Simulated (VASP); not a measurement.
# SiC (Moissanite 6H) (P6_3mc) in VASP: notebook, part 2 of 2

VASP 6.6.1.

## 4. Single point, BLYP

This run uses another cell than the first one, of 10.07 Å³/atom, 1.021 times its volume.

INCAR reads:

```
PREC = Accurate ; ENCUT = 520
EDIFF = 1E-6 ; ISMEAR = -1
SIGMA = 0.05 ; LREAL = F
LASPH = T ; NELM = 80
ALGO = Normal ; ISIF = 2
LWAVE = F ; LCHARG = T
GGA = B5 ; ALDAX = 1.0
AGGAX = 1.0 ; AGGAC = 1.0
ALDAC = 0.0 ; LELF = T
LVHAR = T ; NBANDS = 36
```

KPOINTS reads:

```
regular mesh
0
Gamma
  10 10 2
```

POSCAR reads:

```
SiC
1.0
    3.0531705480      0.0000000000      0.0000000000
   -1.5265852740      2.6441232567      0.0000000000
    0.0000000000      0.0000000000     14.9649748670
Si C
6 6
Direct
    0.6666666667      0.3333333333      0.4583000000
    0.3333333333      0.6666666667      0.9583000000
    0.6666666667      0.3333333333      0.7917000000
    0.3333333333      0.6666666667      0.2917000000
    0.0000000000      0.0000000000      0.6250000000
    0.0000000000      0.0000000000      0.1250000000
    0.6666666667      0.3333333333      0.3333000000
    0.3333333333      0.6666666667      0.8333000000
    0.6666666667      0.3333333333      0.6667000000
    0.3333333333      0.6666666667      0.1667000000
    0.0000000000      0.0000000000      0.5000000000
    0.0000000000      0.0000000000      0.0000000000
```

Potentials or basis: VASP PAW PBE potentials, release 64 (Si, C).

Command:

```console
$ cat potpaw_PBE.64/Si/POTCAR potpaw_PBE.64/C/POTCAR > POTCAR
$ mpirun -np 1 vasp_std > vasp.out
```

OUTCAR:

```text
PREC = Accurate
   ENCUT = 520
   EDIFF = 1E-6
   ISMEAR = -1
   LREAL = F
   LASPH = T
   NELM = 80
   ISIF = 2
   GGA = B5

 ion  position               nearest neighbor table
   1  0.667  0.333  0.458-  11 1.87  11 1.87  11 1.87   7 1.87   4 3.05   4 3.05   4 3.05   5 3.05
                             5 3.05   5 3.05
   2  0.333  0.667  0.958-  12 1.87  12 1.87  12 1.87   8 1.87   3 3.05   3 3.05   3 3.05   6 3.05
                             6 3.05   6 3.05
   3  0.667  0.333  0.792-   8 1.87   8 1.87   8 1.87   9 1.87   2 3.05   2 3.05   2 3.05   5 3.05
                             5 3.05   5 3.05
   4  0.333  0.667  0.292-   7 1.87   7 1.87   7 1.87  10 1.87   1 3.05   1 3.05   1 3.05   6 3.05
                             6 3.05   6 3.05
   5  0.000  0.000  0.625-   9 1.87   9 1.87   9 1.87  11 1.87   3 3.05   1 3.05   1 3.05   3 3.05
                             3 3.05   1 3.05
   6  0.000  0.000  0.125-  10 1.87  10 1.87  10 1.87  12 1.87   4 3.05   2 3.05   4 3.05   2 3.05
                             2 3.05   4 3.05
   7  0.667  0.333  0.333-   4 1.87   4 1.87   4 1.87   1 1.87
[... 220 lines left out ...]
  band No.  band energies     occupation
      1      -6.6588      2.00000
      2      -6.1340      2.00000
      3      -6.0886      2.00000
      4      -4.5787      2.00000
      5      -4.5456      2.00000
      6      -3.0386      2.00000
[... 925 lines left out ...]
     35      16.7370      0.00000
     36      16.7371      0.00000

 [... further k-points ...]
[... 5 lines left out ...]
  --------------------------------------------------------------------------------------
  -------------------------------------------------------------------------------------
  Total       11.0644014     11.0644014     11.7402274      0.0000000     -0.0000000      0.0000000
  in kB      146.7336603    146.7336603    155.6963174      0.0000000     -0.0000000      0.0000000
  external PRESSURE =     149.7212127 kB  Pullay stress =       0.0000000 kB

 VOLUME and BASIS-vectors are now :
 -----------------------------------------------------------------------------
  energy-cutoff  :      520.00
  volume of cell :      120.81
      direct lattice vectors                 reciprocal lattice vectors
     3.053170548  0.000000000  0.000000000     0.327528379  0.189098598  0.000000000
    -1.526585274  2.644123257  0.000000000     0.000000000  0.378197195  0.000000000
     0.000000000  0.000000000 14.964974867     0.000000000  0.000000000  0.066822698

 POSITION                                       TOTAL-FORCE (eV/Angst)
 -----------------------------------------------------------------------------------
      1.52659      0.88137      6.85845         0.000000      0.000000      0.049728
     -0.00000      1.76275     14.34094         0.000000     -0.000000      0.049728
      1.52659      0.88137     11.84777        -0.000000     -0.000000      0.024311
     -0.00000      1.76275      4.36528         0.000000      0.000000      0.024311
      0.00000      0.00000      9.35311         0.000000     -0.000000      0.045942
      0.00000      0.00000      1.87062         0.000000     -0.000000      0.045942
      1.52659      0.88137      4.98783         0.000000      0.000000     -0.013799
     -0.00000      1.76275     12.47031         0.000000     -0.000000     -0.013799
      1.52659      0.88137      9.97715         0.000000     -0.000000      0.043046
     -0.00000      1.76275      2.49466        -0.000000      0.000000      0.043046
      0.00000      0.00000      7.48249         0.000000     -0.000000     -0.149228
      0.00000      0.00000      0.00000        -0.000000     -0.000000     -0.149228
 -----------------------------------------------------------------------------------
    total drift:                               -0.000000     -0.000000      0.000095

  FREE ENERGIE OF THE ION-ELECTRON SYSTEM (eV)
  ---------------------------------------------------
  free  energy   TOTEN  =       -81.6268974204 eV

  energy  without entropy=      -81.6268974203  energy(sigma->0) =      -81.62689742
```

stdout:

```text
POSCAR found type information on POSCAR SiC
 POSCAR found :  2 types and      12 ions
 scaLAPACK will be used
 -----------------------------------------------------------------------------
|                                                                             |
|                                                                             |
|     You enforced a specific xc type in the INCAR file but a different       |
|     I HOPE YOU KNOW WHAT YOU ARE DOING!                                     |
|                                                                             |
 -----------------------------------------------------------------------------

 LDA part: xc-table for (Slater(with rela. corr.)+VWN5), standard interpolation
 POSCAR, INCAR and KPOINTS ok, starting setup
 FFT: planning ... GRIDC
 FFT: planning ... GRID_SOFT
 FFT: planning ... GRID
 WAVECAR not read
 entering main loop
```

Wall time 4.9 min (1 thread of AMD EPYC 7R13, shared host); peak memory 0.25 GiB.

Results:

| Property | Result |
| --- | --- |
| Free energy | -81.6269 eV |
| Pressure | 15.0 GPa |
| Largest force | 0.149 eV/Å |
| Band gap on the k mesh | 2.33 eV, indirect (least direct gap 3.43 eV) |

Forces in eV/Å, atoms in the order of the input:
```
Si   0.000  0.000  0.050
Si   0.000  0.000  0.050
Si   0.000  0.000  0.024
Si   0.000  0.000  0.024
Si   0.000  0.000  0.046
Si   0.000  0.000  0.046
C    0.000  0.000 -0.014
C    0.000  0.000 -0.014
C    0.000  0.000  0.043
C    0.000  0.000  0.043
C    0.000  0.000 -0.149
C    0.000  0.000 -0.149
```

Stress tensor (GPa, compression positive):
```
14.67  0.00  0.00
 0.00 14.67  0.00
 0.00  0.00 15.57
```

Caveat: the PAW data sets were made with another functional, which shifts forces and pressure a little. A k mesh can miss the band edges.

## 5. Summary

```csv
level,cell,gap on the mesh (eV),pressure (GPa),largest force (eV/Å)
PBE,"a = 3.032, b = 3.032, c = 14.860 Å, angles 90.0, 90.0, 120.0°, 12 atoms",2.01,15.1,0.15
PBEsol,"a = 3.053, b = 3.053, c = 14.965 Å, angles 90.0, 90.0, 120.0°, 12 atoms",1.90,6.5,0.15
BLYP,"a = 3.053, b = 3.053, c = 14.965 Å, angles 90.0, 90.0, 120.0°, 12 atoms",2.33,15.0,0.15
```

Alike in all rows: task single point; potentials or basis VASP PAW PBE potentials, release 64 (Si, C); no spin polarisation; k mesh 10 × 10 × 2; cutoff (eV) 520; smearing fermi-dirac 0.05 eV.

Caveats: the PAW data sets were made with another functional, which shifts forces and pressure a little (some runs).

Absolute energies hang on the potentials; compare differences alone.
